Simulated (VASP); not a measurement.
Wanted: the native input for a VASP 6.6.1 run.

```
Task                   : single point
Functional             : PBE
Dispersion             : D3(BJ)
Potentials or basis    : VASP PAW PBE potentials, release 64 (Pt, Al)
Cutoff                 : 520 eV
k mesh                 : 8 × 8 × 8
Occupations            : fermi-dirac, width 0.05 eV
Spin                   : no spin polarisation
Dipole correction      : no
Further INCAR settings : ALGO = Normal; EDIFF = 1e-06; NBANDS = 15
```

The structure of Al2Pt lies in POSCAR:

```
Al2Pt
1.0
    0.0000000000      2.9470157594      2.9470157594
    2.9470157594      0.0000000000      2.9470157594
    2.9470157594      2.9470157594      0.0000000000
Pt Al
1 2
Direct
    0.0000000000      0.0000000000      0.0000000000
    0.7500000000      0.7500000000      0.7500000000
    0.2500000000      0.2500000000      0.2500000000
```

The input as run:

INCAR

```
PREC = Accurate ; ENCUT = 520
EDIFF = 1E-6 ; ISMEAR = -1
SIGMA = 0.05 ; LREAL = F
LASPH = T ; NELM = 60
ALGO = Normal ; ISIF = 2
LWAVE = F ; LCHARG = F
GGA = PE ; IVDW = 12
NBANDS = 15
```

KPOINTS

```
Automatic mesh
0
Gamma
  8 8 8
```

Potentials or basis: VASP PAW PBE potentials, release 64 (Pt, Al).

Launch:

```bash
$ cat potpaw_PBE.64/Pt/POTCAR potpaw_PBE.64/Al/POTCAR > POTCAR
$ mpirun -np 1 vasp_std > vasp.out
```

It gave:

```yaml
Pressure: -0.8 GPa
Band_gap_on_the_k_mesh: zero (band 8 reaches 11.82 eV, above the bottom of band 9 at 6.37 eV)
Dispersion_energy_per_atom: -0.431 eV
```

Caveat: three body term missing; spin-orbit coupling is left out, which moves the levels of the heavy elements; pairwise dispersion overbinds metals, which lowers pressure and volume.

Wall time 7.6 s on 1 thread of Intel(R) Xeon(R) 6975P-C (Granite Rapids), on a shared host, peak memory 0.19 GiB.
